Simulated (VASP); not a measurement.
A run of VASP 6.6.1:

Contents of POSCAR:

```
PtS2
1.0
    3.5898263996      0.0000000000      0.0000000000
   -1.7949131998      3.1088808573      0.0000000000
    0.0000000000      0.0000000000      5.1051076040
Pt S
1 2
Direct
    0.0000000000      0.0000000000      0.0000000000
    0.6666666667      0.3333333333      0.7730000000
    0.3333333333      0.6666666667      0.2270000000
```

Contents of INCAR.step1:

```
SYSTEM = PtS2
  PREC = Accurate
  ENCUT = 520
  ISMEAR = -1
  SIGMA = 0.05
  LREAL = .False.
  LASPH = .True.
  NELM = 80
  NBANDS = 18
  GGA = PE
  ALGO = Normal
  EDIFF = 1E-4
  LWAVE = .True.
  LCHARG = .False.
```

The input INCAR.step2:

```
SYSTEM = PtS2
  PREC = Accurate
  ENCUT = 520
  EDIFF = 1E-6
  ISMEAR = -1
  SIGMA = 0.05
  LREAL = .False.
  LASPH = .True.
  NELM = 80
  ALGO = Normal
  ISIF = 2
  LWAVE = .False.
  LCHARG = .True.
  METAGGA = R2SCAN
  LMIXTAU = .True.
  LELF = .True.
  LVHAR = .True.
  NBANDS = 18
  ISTART = 1
```

File KPOINTS:

```
regular mesh
0
Gamma
  7 7 5
  0 0 0
```

Potentials or basis: VASP PAW PBE potentials, release 64 (Pt, S).

The run is started by

```sh
$ cat potpaw_PBE.64/Pt/POTCAR potpaw_PBE.64/S/POTCAR > POTCAR
$ cp INCAR.step1 INCAR
$ mpirun -np 1 vasp_std > vasp.out
$ cp INCAR.step2 INCAR
$ mpirun -np 1 vasp_std > vasp.out
```

Hardware: 1 thread of Intel(R) Xeon(R) Platinum 8488C (Sapphire Rapids), on a shared host.

Problem. Estimate the wall time of this run.

Solution. Wall time 77 s on 1 thread of Intel(R) Xeon(R) Platinum 8488C (Sapphire Rapids), on a shared host, peak memory 0.19 GiB. Counts: k points 32.
